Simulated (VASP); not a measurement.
Runs of VASP 6.6.1 on MnO2. The structure is that of space group P4_2/mnm (No. 136), or close to it. The cells are those of the table. 

| task | level | potentials or basis | cell | cutoff (eV) | gap on the mesh (eV) | pressure (GPa) | moment (μB) | largest force (eV/Å) |
| --- | --- | --- | --- | --- | --- | --- | --- | --- |
| single point | PBE | VASP PAW PBE potentials, release 64 (Mn_pv, O) | a = 4.400, b = 4.400, c = 2.867 Å, 6 atoms | 520 | none | 6.9 | 5.99 | 0.03 |
| single point | PBE | VASP PAW PBE potentials, release 64 (Mn_pv, O) | a = 4.487, b = 4.487, c = 2.923 Å, 6 atoms | 520 | none | -6.8 | 6.00 | 0.21 |
| single point | r2SCAN | VASP PAW PBE potentials, release 64 (Mn_pv, O) | a = 4.311, b = 4.311, c = 2.809 Å, 6 atoms | 520 | (a) | 19.2 | 6.00 | 0.29 |
| single point | PBE | VASP PAW PBE potentials, release 64 (Mn_pv, O) | a = 4.311, b = 4.311, c = 2.809 Å, 6 atoms | 520 | none | 25.8 | 5.94 | 0.34 |
| relaxation of cell and atoms | LDA | VASP PAW LDA potentials, release 64 (Mn_pv, O) | relaxed from a = 4.400, b = 4.400, c = 2.867 Å, 6 atoms | 600 | none | 0.0 | (b) | 0.01 |

Alike in all rows: spin collinear, ferromagnetic start; k mesh 6 × 6 × 9; smearing fermi-dirac 0.05 eV.

Question: Estimate the missing entries.

Answer: (a) 0.52; (b) 3.40.

Caveats: the run started ferromagnetic, and an antiferromagnetic order may lie lower in energy; semilocal functionals often make such compounds metallic where correlation or magnetic order opens a gap, which also shifts bond lengths (at least some runs); the cell stands under pressure (at least some runs); the cell stands under tension (at least some runs); semilocal functionals underestimate gaps, and a narrow one can read as zero (at least some runs); the PAW data sets were made with another functional, which shifts forces and pressure a little (at least some runs).

A k mesh can miss the band edges.

A gap of «none» marks levels without a gap at the run's occupations.
